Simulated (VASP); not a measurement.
Set up this calculation in VASP 6.6.1, as the native input.

* Task: single point
* Functional: PBE
* Potentials or basis: VASP PAW PBE potentials, release 64 (Cs_sv, Mg, Bi_d, O)
* Cutoff: 520 eV
* k mesh: 2 × 2 × 2
* Occupations: gaussian, width 0.01 eV
* Spin: no spin polarisation
* Dipole correction: no
* Further INCAR settings: ALGO = Normal; EDIFF = 1e-06; NBANDS = 31

The structure of CsMgBiO3 lies in POSCAR:

```
CsMgBiO3
1.0
    3.2305168900      1.8651397900      3.7970092100
   -3.2305168900      1.8651397900      3.7970092100
    0.0000000000     -3.7302795900      3.7970092100
Cs Mg Bi O
1 1 1 3
Direct
    0.9164131885      0.9211604164      0.9169309069
    0.3016526637      0.2999869860      0.3036681360
    0.5657468515      0.5643613147      0.5652988354
    0.4988205389      0.9785728674      0.4801975789
    0.4846052627      0.4895478154      0.9849617379
    0.9837737650      0.4802726055      0.5005319561
```

One way to write it, as run:

INCAR

```
SYSTEM = CsMgBiO3
PREC = Accurate
ENCUT = 520
EDIFF = 1E-6
ISMEAR = 0
SIGMA = 0.01
LREAL = .FALSE.
LASPH = .TRUE.
NELM = 100
ALGO = Normal
ISIF = 2
LWAVE = .FALSE.
LCHARG = .TRUE.
GGA = PE
LELF = .TRUE.
LVHAR = .TRUE.
NBANDS = 31
```

KPOINTS

```
regular mesh
0
G
  2 2 2
  0 0 0
```

Potentials or basis: VASP PAW PBE potentials, release 64 (Cs_sv, Mg, Bi_d, O).

Launch:

```sh
$ cat potpaw_PBE.64/Cs_sv/POTCAR potpaw_PBE.64/Mg/POTCAR potpaw_PBE.64/Bi_d/POTCAR potpaw_PBE.64/O/POTCAR > POTCAR
$ mpirun -np 1 vasp_std > vasp.out
```

It gave:

The pressure is 0.8 GPa and the largest force is 0.625 eV/Å. The band gap on the k mesh is 2.51 eV, direct.

Caveat: the k points lie up to 0.63 Å⁻¹ apart; spin-orbit coupling is left out, which moves the levels of the heavy elements.

Wall time 19 s on 1 thread of Intel(R) Xeon(R) 6975P-C (Granite Rapids) (shared host), peak memory 0.25 GiB.
